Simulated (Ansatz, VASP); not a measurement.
# Mg2Be in VASP and in Ansatz

Contents of INCAR:

```
PREC = Accurate ; ENCUT = 520
EDIFF = 1E-7 ; ISMEAR = 0
SIGMA = 0.1 ; LREAL = F
LASPH = T ; NELM = 60
ALGO = Normal ; ISIF = 2
LWAVE = F ; LCHARG = F
GGA = PE ; NBANDS = 15
```

File KPOINTS:

```
regular mesh
0
Gamma
  6 6 6
```

File POSCAR:

```
Mg2Be
1.0
   -2.1051237861      2.1051237861      5.2914524970
    2.1051237861     -2.1051237861      5.2914524970
    2.1051237861      2.1051237861     -5.2914524970
Mg Be
4 2
Direct
    0.2066000000      0.2066000000      0.0000000000
    0.9566000000      0.4566000000      0.5000000000
    0.5434000000      0.0434000000      0.5000000000
    0.7934000000      0.7934000000      0.0000000000
    0.0000000000      0.0000000000      0.0000000000
    0.7500000000      0.2500000000      0.5000000000
```

Input for Ansatz:

```yaml
crystal:
  lattice:
    - [-2.1051237861, 2.1051237861, 5.291452497]
    - [2.1051237861, -2.1051237861, 5.291452497]
    - [2.1051237861, 2.1051237861, -5.291452497]
  atoms:
    - { symbol: Mg, position: [0.2066, 0.2066, 0.0] }
    - { symbol: Mg, position: [0.9566, 0.4566, 0.5] }
    - { symbol: Mg, position: [0.5434, 0.0434, 0.5] }
    - { symbol: Mg, position: [0.7934, 0.7934, 0.0] }
    - { symbol: Be, position: [0.0, 0.0, 0.0] }
    - { symbol: Be, position: [0.75, 0.25, 0.5] }
basis:
  ecutwfc: 420
kpoints:
  mp_grid: { grid: [6, 6, 6] }
hamiltonian:
  xc: pbe
scf:
  occupations: { method: gaussian, width: 0.1 }
  lower_state_search: "off"
output:
  forces: true
  stress: true
  eigenvalues: true
```

Alike in both runs: task single point; functional PBE; k mesh 6 × 6 × 6; occupations gaussian, width 0.1 eV; no spin polarisation.

|  | VASP | Ansatz |
| --- | --- | --- |
| version | VASP 6.6.1 | Ansatz 0.2.0 |
| potentials or method | VASP PAW PBE potentials, release 64 (Mg, Be), cutoff 520 eV | scalar-relativistic, plane waves, PAW |
| valence electrons in the cell | 12 | 44 |

Ansatz gave:

* gap on the k mesh at the Fermi level (eV): none
* rms of the force components (eV/Å): 0.735

Task: Estimate VASP's values.

Result: gap on the k mesh at the Fermi level (eV): none; rms of the force components (eV/Å): 0.743.

Atom by atom the forces differ by 0.008 eV/Å (rms over components). A gap of «none» marks a metal or a gap that the smearing closes. VASP's potentials hold 12 valence electrons a cell and Ansatz's 44, so a difference there can come from the potentials and not from the codes.
